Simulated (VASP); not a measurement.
Set up this calculation in VASP 6.6.1, as the native input.

```
Task                   : single point
Functional             : PBE
Potentials or basis    : VASP PAW PBE potentials, release 64 (Al, N)
Cutoff                 : 520 eV
k mesh                 : 8 × 6 × 4
Occupations            : gaussian, width 0.05 eV
Spin                   : no spin polarisation
Dipole correction      : no
Further INCAR settings : ALGO = Normal; EDIFF = 1e-07; NBANDS = 26
```

The structure of AlN lies in POSCAR:

```
AlN
1.0
   -1.6567491617      2.8695737234      0.0000000000
    0.0000000000      0.0000000000      4.1874629526
    4.9702474850      2.8695737234      0.0000000000
Al N
4 4
Direct
    0.4707977525      0.7500000000      0.2836868357
    0.0000000000      0.7500000000      0.6666666667
    0.0000000000      0.2500000000      0.3333333333
    0.5000000000      0.2500000000      0.8333333333
    0.5000000000      0.2500000000      0.1666666667
    0.0000000000      0.2500000000      0.6666666667
    0.0000000000      0.7500000000      0.3333333333
    0.5000000000      0.7500000000      0.8333333333
```

This cell differs from its parent crystal: atom 1 (Al) moved by +0.630 Å along [1 0 0] and +0.252 Å along [1 2 0].

The input as run:

INCAR

```
ALGO     = Normal         # electronic algorithm
EDIFF    = 1E-7           # SCF threshold, eV
ENCUT    = 520            # plane-wave cutoff, eV
GGA      = PE             # functional
ISIF     = 2              # what is computed and relaxed
ISMEAR   = 0              # smearing method
LASPH    = T              # aspherical terms in the spheres
LCHARG   = T              # write CHGCAR
LELF     = T              # ELF
LREAL    = F              # projectors in reciprocal space
LVHAR    = T            
LWAVE    = F              # write WAVECAR
NBANDS   = 26             # bands
NELM     = 100            # most SCF steps
PREC     = Accurate       # precision mode
SIGMA    = 0.05           # smearing width, eV
```

KPOINTS

```
k-points
0
Gamma
  8 6 4
```

Potentials or basis: VASP PAW PBE potentials, release 64 (Al, N).

Command:

```bash
$ cat potpaw_PBE.64/Al/POTCAR potpaw_PBE.64/N/POTCAR > POTCAR
$ mpirun -np 1 vasp_std > vasp.out
```

It gave:

The pressure is 10.8 GPa, the largest force is 8.858 eV/Å and the band gap on the k mesh is 2.07 eV, direct.

Caveat: the cell differs from its parent crystal (atom 1 (Al) moved by +0.630 Å along [1 0 0] and +0.252 Å along [1 2 0]); forces of over 1 eV/Å act on the atoms, so gaps and moduli don't describe the material at rest.

Run time: 63 s on 1 thread of Intel(R) Xeon(R) 6975P-C (Granite Rapids), on a shared host, peak memory 0.25 GiB.
